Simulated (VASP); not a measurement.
# ZnO (P6_3mc) in VASP: notebook

The runs below take ZnO through single point, with revPBE+D3(BJ), PBE+D4, RPBE.

All numbers are computed with VASP 6.6.1; they aren't measurements. Logs are shortened: lines on timing, memory, paths and dates and some standing lists are left out, and cuts for length are marked.

**Experimental background.**

From “Electronic structure of alkaline earth and post-transition metal oxides”, 2009, arxiv:0908.1581, for a bulk crystal of ZnO: band gap 3.37 eV.

The runs below are set against these values where they give the same quantity.

**1. The cell of the first run**

It takes space group P6_3mc (No. 186, hexagonal). The conventional cell has a = 3.280 Å, b = 3.280 Å, c = 5.293 Å, α = 90.00°, β = 90.00°, γ = 120.00°. Zn (site symmetry 3m) has 4 O at 2.00 to 2.01 Å within 2.6 Å. Within 2.6 Å of O (site symmetry 3m) lie 4 Zn at 2.00 to 2.01 Å.

**2. Single point, revPBE+D3(BJ) (volume scaled by 1.02)**

INCAR reads:

```
SYSTEM = ZnO
PREC = Accurate
ENCUT = 520
EDIFF = 1E-7
ISMEAR = 0
SIGMA = 0.05
LREAL = .FALSE.
LASPH = .TRUE.
NELM = 100
ALGO = Normal
ISIF = 2
LWAVE = .FALSE.
LCHARG = .FALSE.
GGA = RE
IVDW = 12
NBANDS = 26
```

KPOINTS reads:

```
Automatic mesh
0
G
  8 8 6
  0 0 0
```

POSCAR reads:

```
ZnO
1.0
    3.2796738580      0.0000000000      0.0000000000
   -1.6398369290      2.8402808771      0.0000000000
    0.0000000000      0.0000000000      5.2932785132
Zn O
2 2
Direct
    0.3333333333      0.6666666667      0.0015378783
    0.6666666667      0.3333333333      0.5015378783
    0.3333333333      0.6666666667      0.3805621217
    0.6666666667      0.3333333333      0.8805621217
```

Potentials or basis: VASP PAW PBE potentials, release 64 (Zn, O).

Run with:

```sh
$ cat potpaw_PBE.64/Zn/POTCAR potpaw_PBE.64/O/POTCAR > POTCAR
$ mpirun -np 1 vasp_std > vasp.out
```

OUTCAR:

```text
SYSTEM = ZnO
   PREC = Accurate
   ENCUT = 520
   EDIFF = 1E-7
   ISMEAR = 0
   LREAL = .FALSE.
   LASPH = .TRUE.
   NELM = 100
   ISIF = 2
   GGA = RE
   IVDW = 12
 IVDW          = 12

 ion  position               nearest neighbor table
   1  0.333  0.667  0.002-   4 2.00   4 2.00   4 2.00   3 2.01
   2  0.667  0.333  0.502-   3 2.00   3 2.00   3 2.00   4 2.01
   3  0.333  0.667  0.381-   2 2.00   2 2.00   2 2.00   1 2.01
   4  0.667  0.333  0.881-   1 2.00   1 2.00   1 2.00   2 2.01

  LATTYP: Found a hexagonal cell.
 ALAT       =     3.2796738580
 C/A-ratio  =     1.6139649070

  Lattice vectors:

 A1 = (   3.2796738580,   0.0000000000,   0.0000000000)
 A2 = (  -1.6398369290,   2.8402808771,   0.0000000000)
 A3 = (   0.0000000000,   0.0000000000,   5.2932785132)

Analysis of symmetry for initial positions (statically):
=====================================================================
 Subroutine PRICEL returns:
 Original cell was already a primitive cell.

 Routine SETGRP: Setting up the symmetry group for a
 hexagonal supercell.

 Subroutine GETGRP returns: Found 12 space group operations
 (whereof  6 operations were pure point group operations)
 out of a pool of 24 trial point group operations.

The static configuration has the point symmetry C_3v.
 The point group associated with its full space group is C_6v.

Analysis of symmetry for dynamics (positions and initial velocities):
=====================================================================
 Subroutine PRICEL returns:
 Original cell was already a primitive cell.

 Routine SETGRP: Setting up the symmetry group for a
 hexagonal supercell.

 Subroutine GETGRP returns: Found 12 space group operations
 (whereof  6 operations were pure point group operations)
 out of a pool of 24 trial point group operations.

The dynamic configuration has the point symmetry C_3v.
 The point group associated with its full space group is C_6v.

 Subroutine INISYM returns: Found 12 space group operations
 (whereof  6 operations are pure point group operations),
 and found     1 'primitive' translations

----------------------------------------------------------------------------------------

                                     Primitive cell

  volume of cell :      49.3079

  direct lattice vectors                    reciprocal lattice vectors
     3.279673858  0.000000000  0.000000000     0.304908367  0.176038928  0.000000000
    -1.639836929  2.840280877  0.000000000     0.000000000  0.352077855  0.000000000
     0.000000000  0.000000000  5.293278513     0.000000000  0.000000000  0.188918833

  length of vectors
     3.279673858  3.279673858  5.293278513     0.352077855  0.352077855  0.188918833

  position of ions in fractional coordinates (direct lattice)
     0.333333333  0.666666667  0.001537878
     0.666666667  0.333333333  0.501537878
     0.333333333  0.666666667  0.380562122
     0.666666667  0.333333333  0.880562122

  ion indices of the primitive-cell ions
   primitive index   ion index
                 1           1
                 2           2
                 3           3
                 4           4

----------------------------------------------------------------------------------------

 KPOINTS: Automatic mesh

Automatic generation of k-mesh.
 Grid dimensions read from file:
 generate k-points for:    8    8    6

 Generating k-lattice:

  Cartesian coordinates                     Fractional coordinates (reciprocal lattice)
     0.038113546  0.022004866  0.000000000     0.125000000  0.000000000  0.000000000
     0.000000000  0.044009732  0.000000000     0.000000000  0.125000000  0.000000000
     0.000000000  0.000000000  0.031486472     0.000000000  0.000000000  0.166666667

  Length of vectors
     0.044009732  0.044009732  0.031486472

  Shift w.r.t. Gamma in fractional coordinates (k-lattice)
     0.000000000  0.000000000  0.000000000

 Subroutine IBZKPT returns following result:
 ===========================================

 Found     40 irreducible k-points:

 Following reciprocal coordinates:
            Coordinates               Weight
  0.000000  0.000000  0.000000      1.000000
  0.125000  0.000000  0.000000      6.000000
  0.250000  0.000000  0.000000      6.000000
  0.375000  0.000000  0.000000      6.000000
  0.500000  0.000000  0.000000      3.000000
  0.125000  0.125000  0.000000      6.000000
[... 16 lines left out ...]
  0.250000  0.000000  0.333333     12.000000
  0.375000  0.000000  0.333333     12.000000
 [... further k-points ...]
   k-points           NKPTS =     40   k-points in BZ     NKDIM =     40   number of bands    NBANDS=     26
   number of dos      NEDOS =    301   number of ions     NIONS =      4
   total plane-waves  NPLWV =  23040
   dimension x,y,z NGX =    24 NGY =   24 NGZ =   40
   dimension x,y,z NGXF=    48 NGYF=   48 NGZF=   80
   ions per type =               2   2
   NGX,Y,Z   is equivalent  to a cutoff of  12.17, 12.17, 12.56 a.u.
   NGXF,Y,Z  is equivalent  to a cutoff of  24.33, 24.33, 25.13 a.u.
 SYSTEM =  ZnO
   PREC   = accura    normal or accurate (medium, high low for compatibility)
   ISTART =      0    job   : 0-new  1-cont  2-samecut
   ICHARG =      2    charge: 1-file 2-atom 10-const
   ISPIN  =      1    spin polarized calculation?
   LNONCOLLINEAR =      F non collinear calculations
   LSORBIT =      F    spin-orbit coupling
   LASPH  =      T    aspherical Exc in radial PAW
   ENCUT  =  520.0 eV  38.22 Ry    6.18 a.u.   6.10  6.10  9.84*2*pi/ulx,y,z
   NELM   =    100;   NELMIN=  2; NELMDL= -5     # of ELM steps
   EDIFF  = 0.1E-06   stopping-criterion for ELM
   LREAL  =      F    real-space projection
   EDIFFG = 0.1E-05   stopping-criterion for IOM
   NSW    =      0    number of steps for IOM
   IBRION =     -1    ionic relax: 0-MD 1-quasi-New 2-CG
   NFREE  =      0    steps in history (QN), initial steepest desc. (CG)
   ISIF   =      2    stress and relaxation
   ISYM   =      2    0-nonsym 1-usesym 2-fastsym
   POTIM  = 0.5000    time-step for ionic-motion
   TEBEG  =    0.0;   TEEND  =   0.0 temperature during run
   PSTRESS=    0.0 pullay stress
   NELECT =      36.0000    total number of electrons
   NUPDOWN=      -1.0000    fix difference up-down
   EMIN   =  10.00;   EMAX   =-10.00  energy-range for DOS
   EFERMI =   0.00;   METHOD = LEGACY
   ISMEAR =     0;   SIGMA  =   0.05  broadening in eV -4-tet -1-fermi 0-gaus
   EFERMI_NEDOS =   21; number of points for ismear=-14 and -15
   IALGO  =     38    algorithm
   IMIX   =      4    mixing-type and parameters
     AMIX     =   0.40;   BMIX     =  1.00
     AMIX_MAG =   1.60;   BMIX_MAG =  1.00
  volume/ion in A,a.u.               =      12.33        83.19
  Fermi-wavevector in a.u.,A,eV,Ry     =   1.474133  2.785708 29.566400  2.173069
  Thomas-Fermi vector in A             =   2.588942
   LORBIT       =      0    0 simple, 1 ext, 2 COOP (PROOUT), +10 PAW based schemes
   GGA     = RE    functional components
   LHFCALC =     F    Hartree Fock is set to
   AEXX    =    0.0000 exact exchange contribution
   IVDW    =    12    specifies the selected vdW correction
   LEPSILON=     F    determine dielectric tensor
   LRPA    =     F    only Hartree local field effects (RPA)
 non-spin polarized calculation
 Gauss-broadening in eV      SIGMA  =   0.05
  energy-cutoff  :      520.00
  volume of cell :       49.31
 maximum number of plane-waves:      1350
   NGX = 13   NGY = 13   NGZ = 19

 number of electron      36.0000037 magnetization

 Free energy of the ion-electron system (eV)
  ---------------------------------------------------
  ext. energy  EPLUGINS =         0.00000000
  ---------------------------------------------------
  free energy    TOTEN  =       -16.54882027 eV

  energy without entropy =      -16.54882027  energy(sigma->0) =      -16.54882027

 E-fermi :   1.2464     XC(G=0): -10.5313

 val. band max:        1.0299035983   @ k =   0.0000   0.0000   0.0000
 cond. band min:       1.8256142452   @ k =   0.0000   0.0000   0.0000
 fundamental gap:      0.7957106470
 Fermi energy:         1.2463922904

 k-point     1 :       0.0000    0.0000    0.0000
  band No.  band energies     occupation
      1     -16.8521      2.00000
      2     -16.1957      2.00000
      3      -4.4959      2.00000
      4      -4.4959      2.00000
      5      -4.4568      2.00000
      6      -4.3263      2.00000
[... 18 lines left out ...]
     25      15.0309      0.00000
     26      15.0309      0.00000

 k-point     2 :       0.1250    0.0000    0.0000
  band No.  band energies     occupation
      1     -16.7743      2.00000
      2     -16.1615      2.00000
      3      -4.5759      2.00000
      4      -4.4501      2.00000
      5      -4.4113      2.00000
      6      -4.3224      2.00000
[... 18 lines left out ...]
     25      15.0259      0.00000
     26      15.1777      0.00000

 k-point     3 :       0.2500    0.0000    0.0000
  band No.  band energies     occupation
      1     -16.5740      2.00000
      2     -16.0850      2.00000
      3      -4.7121      2.00000
      4      -4.4018      2.00000
      5      -4.3510      2.00000
      6      -4.2263      2.00000
[... 18 lines left out ...]
     25      14.2686      0.00000
     26      15.0651      0.00000

 k-point     4 :       0.3750    0.0000    0.0000
  band No.  band energies     occupation
      1     -16.3440      2.00000
      2     -16.0287      2.00000
      3      -4.7398      2.00000
      4      -4.4333      2.00000
      5      -4.2770      2.00000
      6      -4.0184      2.00000
[... 18 lines left out ...]
     25      14.2543      0.00000
     26      14.9954      0.00000
[... 496 lines left out ...]
      1     -16.6254      2.00000
      2     -16.3190      2.00000
      3      -4.6722      2.00000
      4      -4.6349      2.00000
      5      -4.4158      2.00000
      6      -4.4083      2.00000
[... 18 lines left out ...]
     25      14.0406      0.00000
     26      14.5781      0.00000

 k-point    23 :       0.2500    0.0000    0.3333
  band No.  band energies     occupation
      1     -16.4522      2.00000
      2     -16.2073      2.00000
      3      -4.7916      2.00000
      4      -4.6726      2.00000
      5      -4.2963      2.00000
      6      -4.2688      2.00000
[... 18 lines left out ...]
     25      14.3138      0.00000
     26      14.6874      0.00000

 k-point    24 :       0.3750    0.0000    0.3333
  band No.  band energies     occupation
      1     -16.2616      2.00000
      2     -16.1035      2.00000
      3      -4.8320      2.00000
      4      -4.7078      2.00000
      5      -4.1903      2.00000
      6      -4.0776      2.00000
[... 18 lines left out ...]
     25      14.3916      0.00000
     26      14.7654      0.00000

 [... further k-points ...]

------------------------ aborting loop because EDIFF is reached ----------------------------------------

 Edisp (eV)   -1.70241

 E8    (eV) :    -1.1123

  FORCE on cell =-STRESS in cart. coord.  units (eV):
  Direction    XX          YY          ZZ          XY          YZ          ZX
  --------------------------------------------------------------------------------------
  -------------------------------------------------------------------------------------
  Total      -0.49438    -0.49438    -0.46049     0.00000     0.00000     0.00000
  in kB     -16.06419   -16.06419   -14.96278     0.00000     0.00000     0.00000
  external pressure =      -15.70 kB  Pullay stress =        0.00 kB

 VOLUME and BASIS-vectors are now :
 -----------------------------------------------------------------------------
  energy-cutoff  :      520.00
  volume of cell :       49.31
      direct lattice vectors                 reciprocal lattice vectors
     3.279673858  0.000000000  0.000000000     0.304908367  0.176038928  0.000000000
    -1.639836929  2.840280877  0.000000000     0.000000000  0.352077855  0.000000000
     0.000000000  0.000000000  5.293278513     0.000000000  0.000000000  0.188918833

 POSITION                                       TOTAL-FORCE (eV/Angst)
 -----------------------------------------------------------------------------------
     -0.00000      1.89352      0.00814         0.000000      0.000000      0.002215
      1.63984      0.94676      2.65478        -0.000000     -0.000000      0.002215
     -0.00000      1.89352      2.01442         0.000000      0.000000     -0.002215
      1.63984      0.94676      4.66106        -0.000000      0.000000     -0.002215
 -----------------------------------------------------------------------------------
    total drift:                               -0.000001     -0.000001     -0.001539

  FREE ENERGIE OF THE ION-ELECTRON SYSTEM (eV)
  ---------------------------------------------------
  free  energy   TOTEN  =       -18.2512257175 eV

  energy  without entropy=      -18.2512257175  energy(sigma->0) =      -18.25122572
```

It took 34 s on 1 thread of Intel Xeon Platinum 8259CL at 2.50GHz (Skylake/Cascade Lake), shared host; peak memory 0.19 GiB.

What came out:

* Free energy: -18.2512 eV
* Pressure: -1.6 GPa
* Band gap on the k mesh: 0.80 eV, direct
* Dispersion energy per atom: -0.426 eV

Forces on the atoms (eV/Å):
```
Zn   0.000  0.000  0.002
Zn   0.000  0.000  0.002
O    0.000  0.000 -0.002
O    0.000  0.000 -0.002
```

Stress tensor (GPa, compression positive):
```
-1.61  0.00  0.00
 0.00 -1.61  0.00
 0.00  0.00 -1.50
```

Levels at points of the mesh, in eV from the valence-band top:
```tsv
k point	band 14	band 15	band 16	band 17	band 18	band 19	band 20	band 21	band 22	band 23
(0.00, 0.00, 0.00)	-0.75	-0.75	-0.08	0.00	0.00	0.80	5.17	8.16	12.80	12.80
(0.50, 0.00, 0.00)	-3.42	-2.71	-2.14	-1.23	-0.79	5.68	6.91	7.61	8.33	10.48
(0.00, 0.00, 0.50)	-2.21	-0.37	-0.37	-0.37	-0.37	3.42	3.42	10.00	10.00	13.08
(0.50, 0.00, 0.50)	-3.67	-1.43	-1.43	-1.31	-1.31	5.72	5.72	8.30	8.30	11.24
```

Caveat: the PAW data sets were made with another functional, which shifts forces and pressure a little.

(Part 1 of 2 ends here.)
